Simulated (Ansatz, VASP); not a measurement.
# TiTe2: VASP beside Ansatz

```
Ti Te
1.0
     3.77700    0.00000    0.00000
    -1.88850    3.27098    0.00000
     0.00000    0.00000    6.49800
Ti Te
1 2
Direct
  0.00000 0.00000 0.00000
  0.66667 0.33333 0.26280
  0.33333 0.66667 0.73720
```

Alike in both runs: task single point; functional PBE; k mesh 6 × 6 × 4; occupations gaussian, width 0.1 eV; no spin polarisation.

|  | VASP | Ansatz |
| --- | --- | --- |
| version | VASP 6.6.1 | Ansatz 0.2.0 |
| potentials or method | VASP PAW PBE potentials, release 64 (Ti_sv, Te), cutoff 520 eV | scalar-relativistic, plane waves, PAW |
| valence electrons in the cell | 24 | 44 |

Ansatz gave:

* gap on the k mesh at the Fermi level (eV): none
* pressure (GPa): 0.8
* traceless stress, the component that is largest in VASP (GPa): 0.11
* rms of the force components (eV/Å): 0.017

Q: Estimate VASP's values.

A: gap on the k mesh at the Fermi level (eV): none; pressure (GPa): 0.7; traceless stress, the component that is largest in VASP (GPa): 0.11; rms of the force components (eV/Å): 0.012.

Atom by atom the forces differ by 0.006 eV/Å (rms over components). A gap of «none» marks a metal or a gap that the smearing closes. With one functional, cell and mesh, what is left measures potentials, basis and numerics. VASP's potentials hold 24 valence electrons a cell and Ansatz's 44, so a difference there can come from the potentials and not from the codes.

Neither program's run includes spin-orbit coupling.
